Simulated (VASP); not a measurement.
# Si (Fd-3m) in VASP: notebook

Aim: see how the results for Si move with the level of theory and the settings. Levels: PBE, LDA. Tasks: single point.

Program: VASP 6.6.1. These are calculated values, not measurements. Logs are shortened: lines on timing, memory, paths and dates and some standing lists are left out, and cuts for length are marked.

## (1) The cell of the first run

Symmetry: Fd-3m, No. 227, cubic system. Conventional cell: a = 5.520 Å, b = 5.520 Å, c = 5.520 Å, α = 90.00°, β = 90.00°, γ = 90.00°. Si (site symmetry -43m) has 4 Si at 2.39 Å within 3.2 Å.

## (2) Single point, PBE

INCAR

```
SYSTEM = Si
PREC = Accurate
ENCUT = 500
EDIFF = 1E-6
ISMEAR = 0
SIGMA = 0.01
LREAL = .FALSE.
LASPH = .TRUE.
NELM = 120
ALGO = Normal
ISIF = 2
LWAVE = .FALSE.
LCHARG = .FALSE.
GGA = PE
NBANDS = 11
GGA_COMPAT = .FALSE.
```

KPOINTS

```
Automatic mesh
0
G
  8 8 8
  0 0 0
```

POSCAR

```
Si
1.0
    0.0000000000      2.7600000000      2.7600000000
    2.7600000000      0.0000000000      2.7600000000
    2.7600000000      2.7600000000      0.0000000000
Si
2
Direct
    0.0000000000      0.0000000000      0.0000000000
    0.2500000000      0.2500000000      0.2500000000
```

Potentials or basis: VASP PAW PBE potentials, release 64 (Si).

Launch:

```bash
cat potpaw_PBE.64/Si/POTCAR > POTCAR
mpirun -np 1 vasp_std > vasp.out
```

OUTCAR:

```text
SYSTEM = Si
   PREC = Accurate
   ENCUT = 500
   EDIFF = 1E-6
   ISMEAR = 0
   LREAL = .FALSE.
   LASPH = .TRUE.
   NELM = 120
   ISIF = 2
   GGA = PE

 ion  position               nearest neighbor table
   1  0.000  0.000  0.000-   2 2.39   2 2.39   2 2.39   2 2.39
   2  0.250  0.250  0.250-   1 2.39   1 2.39   1 2.39   1 2.39

  LATTYP: Found a face centered cubic cell.
 ALAT       =     5.5200000000

  Lattice vectors:

 A1 = (   0.0000000000,   2.7600000000,   2.7600000000)
 A2 = (   2.7600000000,   0.0000000000,   2.7600000000)
 A3 = (   2.7600000000,   2.7600000000,   0.0000000000)

Analysis of symmetry for initial positions (statically):
=====================================================================
 Subroutine PRICEL returns:
 Original cell was already a primitive cell.

 Routine SETGRP: Setting up the symmetry group for a
 face centered cubic supercell.

 Subroutine GETGRP returns: Found 48 space group operations
 (whereof 24 operations were pure point group operations)
 out of a pool of 48 trial point group operations.

The static configuration has the point symmetry T_d .
 The point group associated with its full space group is O_h .

Analysis of symmetry for dynamics (positions and initial velocities):
=====================================================================
 Subroutine PRICEL returns:
 Original cell was already a primitive cell.

 Routine SETGRP: Setting up the symmetry group for a
 face centered cubic supercell.

 Subroutine GETGRP returns: Found 48 space group operations
 (whereof 24 operations were pure point group operations)
 out of a pool of 48 trial point group operations.

The dynamic configuration has the point symmetry T_d .
 The point group associated with its full space group is O_h .

 Subroutine INISYM returns: Found 48 space group operations
 (whereof 24 operations are pure point group operations),
 and found     1 'primitive' translations

----------------------------------------------------------------------------------------

                                     Primitive cell

  volume of cell :      42.0492

  direct lattice vectors                    reciprocal lattice vectors
     0.000000000  2.760000000  2.760000000    -0.181159420  0.181159420  0.181159420
     2.760000000  0.000000000  2.760000000     0.181159420 -0.181159420  0.181159420
     2.760000000  2.760000000  0.000000000     0.181159420  0.181159420 -0.181159420

  length of vectors
     3.903229432  3.903229432  3.903229432     0.313777320  0.313777320  0.313777320

  position of ions in fractional coordinates (direct lattice)
     0.000000000  0.000000000  0.000000000
     0.250000000  0.250000000  0.250000000

  ion indices of the primitive-cell ions
   primitive index   ion index
                 1           1
                 2           2

----------------------------------------------------------------------------------------

 KPOINTS: Automatic mesh

Automatic generation of k-mesh.
 Grid dimensions read from file:
 generate k-points for:    8    8    8

 Generating k-lattice:

  Cartesian coordinates                     Fractional coordinates (reciprocal lattice)
    -0.022644928  0.022644928  0.022644928     0.125000000  0.000000000  0.000000000
     0.022644928 -0.022644928  0.022644928     0.000000000  0.125000000  0.000000000
     0.022644928  0.022644928 -0.022644928     0.000000000  0.000000000  0.125000000

  Length of vectors
     0.039222165  0.039222165  0.039222165

  Shift w.r.t. Gamma in fractional coordinates (k-lattice)
     0.000000000  0.000000000  0.000000000

 Subroutine IBZKPT returns following result:
 ===========================================

 Found     29 irreducible k-points:

 Following reciprocal coordinates:
            Coordinates               Weight
  0.000000  0.000000  0.000000      1.000000
  0.125000  0.000000  0.000000      8.000000
  0.250000  0.000000  0.000000      8.000000
  0.375000  0.000000  0.000000      8.000000
  0.500000  0.000000  0.000000      4.000000
  0.125000  0.125000  0.000000      6.000000
[... 16 lines left out ...]
  0.500000  0.250000  0.125000     48.000000
 -0.375000  0.250000  0.125000     24.000000
 [... further k-points ...]
   k-points           NKPTS =     29   k-points in BZ     NKDIM =     29   number of bands    NBANDS=     11
   number of dos      NEDOS =    301   number of ions     NIONS =      2
   total plane-waves  NPLWV =  21952
   dimension x,y,z NGX =    28 NGY =   28 NGZ =   28
   dimension x,y,z NGXF=    56 NGYF=   56 NGZF=   56
   ions per type =               2
   NGX,Y,Z   is equivalent  to a cutoff of  11.93, 11.93, 11.93 a.u.
   NGXF,Y,Z  is equivalent  to a cutoff of  23.85, 23.85, 23.85 a.u.
 SYSTEM =  Si
   PREC   = accura    normal or accurate (medium, high low for compatibility)
   ISTART =      0    job   : 0-new  1-cont  2-samecut
   ICHARG =      2    charge: 1-file 2-atom 10-const
   ISPIN  =      1    spin polarized calculation?
   LNONCOLLINEAR =      F non collinear calculations
   LSORBIT =      F    spin-orbit coupling
   LASPH  =      T    aspherical Exc in radial PAW
   ENCUT  =  500.0 eV  36.75 Ry    6.06 a.u.   7.12  7.12  7.12*2*pi/ulx,y,z
   NELM   =    120;   NELMIN=  2; NELMDL= -5     # of ELM steps
   EDIFF  = 0.1E-05   stopping-criterion for ELM
   LREAL  =      F    real-space projection
   EDIFFG = 0.1E-04   stopping-criterion for IOM
   NSW    =      0    number of steps for IOM
   IBRION =     -1    ionic relax: 0-MD 1-quasi-New 2-CG
   NFREE  =      0    steps in history (QN), initial steepest desc. (CG)
   ISIF   =      2    stress and relaxation
   ISYM   =      2    0-nonsym 1-usesym 2-fastsym
   POTIM  = 0.5000    time-step for ionic-motion
   TEBEG  =    0.0;   TEEND  =   0.0 temperature during run
   PSTRESS=    0.0 pullay stress
   NELECT =       8.0000    total number of electrons
   NUPDOWN=      -1.0000    fix difference up-down
   EMIN   =  10.00;   EMAX   =-10.00  energy-range for DOS
   EFERMI =   0.00;   METHOD = LEGACY
   ISMEAR =     0;   SIGMA  =   0.01  broadening in eV -4-tet -1-fermi 0-gaus
   EFERMI_NEDOS =   21; number of points for ismear=-14 and -15
   IALGO  =     38    algorithm
   IMIX   =      4    mixing-type and parameters
     AMIX     =   0.40;   BMIX     =  1.00
     AMIX_MAG =   1.60;   BMIX_MAG =  1.00
  volume/ion in A,a.u.               =      21.02       141.88
  Fermi-wavevector in a.u.,A,eV,Ry     =   0.941570  1.779308 12.062289  0.886553
  Thomas-Fermi vector in A             =   2.069093
   LORBIT       =      0    0 simple, 1 ext, 2 COOP (PROOUT), +10 PAW based schemes
   GGA     = PE    functional components
   LHFCALC =     F    Hartree Fock is set to
   AEXX    =    0.0000 exact exchange contribution
   IVDW    =     0    specifies the selected vdW correction
   LEPSILON=     F    determine dielectric tensor
   LRPA    =     F    only Hartree local field effects (RPA)
 non-spin polarized calculation
 Gauss-broadening in eV      SIGMA  =   0.01
  energy-cutoff  :      500.00
  volume of cell :       42.05
 maximum number of plane-waves:      1090
   NGX = 15   NGY = 15   NGZ = 15

 number of electron       7.9999999 magnetization

 Free energy of the ion-electron system (eV)
  ---------------------------------------------------
  ext. energy  EPLUGINS =         0.00000000
  ---------------------------------------------------
  free energy    TOTEN  =       -10.83739998 eV

  energy without entropy =      -10.83739998  energy(sigma->0) =      -10.83739998

 E-fermi :   5.4072     XC(G=0):  -9.2179

 val. band max:        5.3429581451   @ k =   0.0000   0.0000   0.0000
 cond. band min:       6.0364169315   @ k =   0.3750   0.3750   0.0000
 fundamental gap:      0.6934587864
 Fermi energy:         5.4071858802

 k-point     1 :       0.0000    0.0000    0.0000
  band No.  band energies     occupation
      1      -6.2852      2.00000
      2       5.3430      2.00000
      3       5.3430      2.00000
      4       5.3430      2.00000
      5       7.8868      0.00000
      6       7.8868      0.00000
      7       7.8868      0.00000
      8       8.1616      0.00000
      9      13.0361      0.00000
     10      13.0361      0.00000
     11      13.1119      0.00000

 k-point     2 :       0.1250    0.0000    0.0000
  band No.  band energies     occupation
      1      -6.0896      2.00000
      2       3.7573      2.00000
      3       5.0684      2.00000
      4       5.0684      2.00000
      5       7.6947      0.00000
      6       8.2911      0.00000
      7       8.2911      0.00000
      8       9.6446      0.00000
      9      12.5744      0.00000
     10      12.5744      0.00000
     11      13.8731      0.00000

 k-point     3 :       0.2500    0.0000    0.0000
  band No.  band energies     occupation
      1      -5.5199      2.00000
      2       1.5038      2.00000
      3       4.6156      2.00000
      4       4.6156      2.00000
      5       7.2036      0.00000
      6       8.8085      0.00000
      7       8.8085      0.00000
      8      11.8677      0.00000
      9      12.5180      0.00000
     10      12.5180      0.00000
     11      14.1862      0.00000
[... 267 lines left out ...]
 k-point    23 :       0.5000    0.2500    0.1250
  band No.  band energies     occupation
      1      -4.1678      2.00000
      2      -0.3813      2.00000
      3       2.1684      2.00000
      4       3.5068      2.00000
      5       8.1831      0.00000
      6       8.8376      0.00000
      7      10.2631      0.00000
      8      11.1457      0.00000
      9      14.1529      0.00000
     10      14.8281      0.00000
     11      17.1139      0.00000

 k-point    24 :      -0.3750    0.2500    0.1250
  band No.  band energies     occupation
      1      -3.5570      2.00000
      2      -1.2680      2.00000
      3       2.0340      2.00000
      4       3.2921      2.00000
      5       8.3034      0.00000
      6       8.5059      0.00000
      7      11.1003      0.00000
      8      12.3463      0.00000
      9      12.5279      0.00000
     10      15.7503      0.00000
     11      16.7037      0.00000

 [... further k-points ...]

------------------------ aborting loop because EDIFF is reached ----------------------------------------

  FORCE on cell =-STRESS in cart. coord.  units (eV):
  Direction    XX          YY          ZZ          XY          YZ          ZX
  --------------------------------------------------------------------------------------
  -------------------------------------------------------------------------------------
  Total       -0.6153178     -0.6153178     -0.6153178     -0.0000000      0.0000000     -0.0000000
  in kB      -23.4451378    -23.4451378    -23.4451378     -0.0000000      0.0000000     -0.0000000
  external PRESSURE =     -23.4451378 kB  Pullay stress =       0.0000000 kB

 VOLUME and BASIS-vectors are now :
 -----------------------------------------------------------------------------
  energy-cutoff  :      500.00
  volume of cell :       42.05
      direct lattice vectors                 reciprocal lattice vectors
     0.000000000  2.760000000  2.760000000    -0.181159420  0.181159420  0.181159420
     2.760000000  0.000000000  2.760000000     0.181159420 -0.181159420  0.181159420
     2.760000000  2.760000000  0.000000000     0.181159420  0.181159420 -0.181159420

 POSITION                                       TOTAL-FORCE (eV/Angst)
 -----------------------------------------------------------------------------------
      0.00000      0.00000      0.00000         0.000000      0.000000      0.000000
      1.38000      1.38000      1.38000        -0.000000     -0.000000     -0.000000
 -----------------------------------------------------------------------------------
    total drift:                                0.000000      0.000000     -0.000000

  FREE ENERGIE OF THE ION-ELECTRON SYSTEM (eV)
  ---------------------------------------------------
  free  energy   TOTEN  =       -10.8373999825 eV

  energy  without entropy=      -10.8373999825  energy(sigma->0) =      -10.83739998
```

Wall time 9.2 s (1 thread of Intel Xeon Platinum 8488C (Sapphire Rapids), shared host); peak memory 0.15 GiB.

Results:

```
Free energy            : -10.8374 eV
Pressure               : -2.3 GPa
Band gap on the k mesh : 0.69 eV, indirect (least direct gap 2.52 eV)
```

Levels at points of the mesh, in eV from the valence-band top:
```
           k point  band 2  band 3  band 4  band 5  band 6  band 7
(0.00, 0.00, 0.00)    0.00    0.00    0.00    2.54    2.54    2.54
(0.50, 0.00, 0.00)   -6.74   -1.15   -1.15    1.37    3.36    3.36
(0.50, 0.50, 0.00)   -7.66   -2.72   -2.72    0.80    0.80    9.70
```

A k mesh can miss the band edges. As with any semilocal functional, this PBE gap is likely too small.

## (3) Single point, LDA

INCAR

```
SYSTEM = Si
  ALGO = Normal
  EDIFF = 1E-6
  ENCUT = 500
  GGA_COMPAT = .False.
  ISIF = 2
  ISMEAR = 0
  LASPH = .True.
  LCHARG = .False.
  LREAL = .False.
  LWAVE = .False.
  NBANDS = 11
  NELM = 120
  PREC = Accurate
  SIGMA = 0.01
```

KPOINTS

```
k-points
0
Gamma
  8 8 8
  0 0 0
```

POSCAR is that of step 2.

Potentials or basis: VASP PAW LDA potentials, release 64 (Si).

Launch:

```bash
cat potpaw_LDA.64/Si/POTCAR > POTCAR
mpirun -np 1 vasp_std > vasp.out
```

OUTCAR:

```text
SYSTEM = Si
   EDIFF = 1E-6
   ENCUT = 500
   ISIF = 2
   ISMEAR = 0
   LASPH = .True.
   LREAL = .False.
   NELM = 120
   PREC = Accurate

 ion  position               nearest neighbor table
   1  0.000  0.000  0.000-   2 2.39   2 2.39   2 2.39   2 2.39
   2  0.250  0.250  0.250-   1 2.39   1 2.39   1 2.39   1 2.39

  LATTYP: Found a face centered cubic cell.
 ALAT       =     5.5200000000

  Lattice vectors:

 A1 = (   0.0000000000,   2.7600000000,   2.7600000000)
[... 524 lines left out ...]
------------------------ aborting loop because EDIFF is reached ----------------------------------------

  FORCE on cell =-STRESS in cart. coord.  units (eV):
  Direction    XX          YY          ZZ          XY          YZ          ZX
  --------------------------------------------------------------------------------------
  -------------------------------------------------------------------------------------
  Total       -1.4227538     -1.4227538     -1.4227538      0.0000000      0.0000000      0.0000000
  in kB      -54.2104589    -54.2104589    -54.2104589      0.0000000      0.0000000      0.0000000
  external PRESSURE =     -54.2104589 kB  Pullay stress =       0.0000000 kB

 VOLUME and BASIS-vectors are now :
 -----------------------------------------------------------------------------
  energy-cutoff  :      500.00
  volume of cell :       42.05
      direct lattice vectors                 reciprocal lattice vectors
     0.000000000  2.760000000  2.760000000    -0.181159420  0.181159420  0.181159420
     2.760000000  0.000000000  2.760000000     0.181159420 -0.181159420  0.181159420
     2.760000000  2.760000000  0.000000000     0.181159420  0.181159420 -0.181159420

 POSITION                                       TOTAL-FORCE (eV/Angst)
 -----------------------------------------------------------------------------------
      0.00000      0.00000      0.00000        -0.000000     -0.000000     -0.000000
      1.38000      1.38000      1.38000         0.000000      0.000000      0.000000
 -----------------------------------------------------------------------------------
    total drift:                                0.000000      0.000000     -0.000000

  FREE ENERGIE OF THE ION-ELECTRON SYSTEM (eV)
  ---------------------------------------------------
  free  energy   TOTEN  =       -11.8688772831 eV

  energy  without entropy=      -11.8688772831  energy(sigma->0) =      -11.86887728
```

OSZICAR:

```text
N       E                     dE             d eps       ncg     rms          rms(c)
DAV:   1     0.517653626222E+01    0.51765E+01   -0.30229E+03   638   0.538E+02
DAV:   2    -0.115324797827E+02   -0.16709E+02   -0.16152E+02   871   0.815E+01
DAV:   3    -0.120952490357E+02   -0.56277E+00   -0.56139E+00   811   0.126E+01
DAV:   4    -0.120998506469E+02   -0.46016E-02   -0.46012E-02   747   0.147E+00
DAV:   5    -0.120999044043E+02   -0.53757E-04   -0.53757E-04   803   0.148E-01    0.470E+00
DAV:   6    -0.119431419409E+02    0.15676E+00   -0.83908E-02   727   0.114E+00    0.280E+00
DAV:   7    -0.118686416090E+02    0.74500E-01   -0.15673E-01   724   0.162E+00    0.178E-01
DAV:   8    -0.118688887232E+02   -0.24711E-03   -0.67613E-03   716   0.445E-01    0.750E-02
DAV:   9    -0.118688718457E+02    0.16877E-04   -0.17601E-04   792   0.727E-02    0.593E-02
DAV:  10    -0.118688774769E+02   -0.56312E-05   -0.13653E-05   735   0.216E-02    0.206E-02
DAV:  11    -0.118688772831E+02    0.19375E-06   -0.81494E-07   508   0.467E-03
   1 F= -.11868877E+02 E0= -.11868877E+02  d E =-.155182E-12
```

Wall time 9.6 s (1 thread of Intel Xeon Platinum 8488C (Sapphire Rapids), shared host); peak memory 0.13 GiB.

What came out:

```
Free energy            : -11.8689 eV
Pressure               : -5.4 GPa
Band gap on the k mesh : 0.59 eV, indirect (least direct gap 2.41 eV)
```

Levels at points of the mesh, in eV from the valence-band top:
| k point | band 1 | band 2 | band 3 | band 4 | band 5 | band 6 | band 7 | band 8 | band 9 |
| --- | --- | --- | --- | --- | --- | --- | --- | --- | --- |
| (0.00, 0.00, 0.00) | -11.63 | 0.00 | 0.00 | 0.00 | 2.50 | 2.50 | 2.50 | 2.66 | 7.47 |
| (0.50, 0.00, 0.00) | -9.41 | -6.77 | -1.15 | -1.15 | 1.25 | 3.31 | 3.31 | 7.44 | 10.39 |
| (0.50, 0.50, 0.00) | -7.66 | -7.66 | -2.73 | -2.73 | 0.69 | 0.69 | 9.56 | 9.56 | 10.77 |

A k mesh can miss the band edges. Expect the measured gap to be larger: semilocal functionals such as LDA lack the derivative discontinuity.
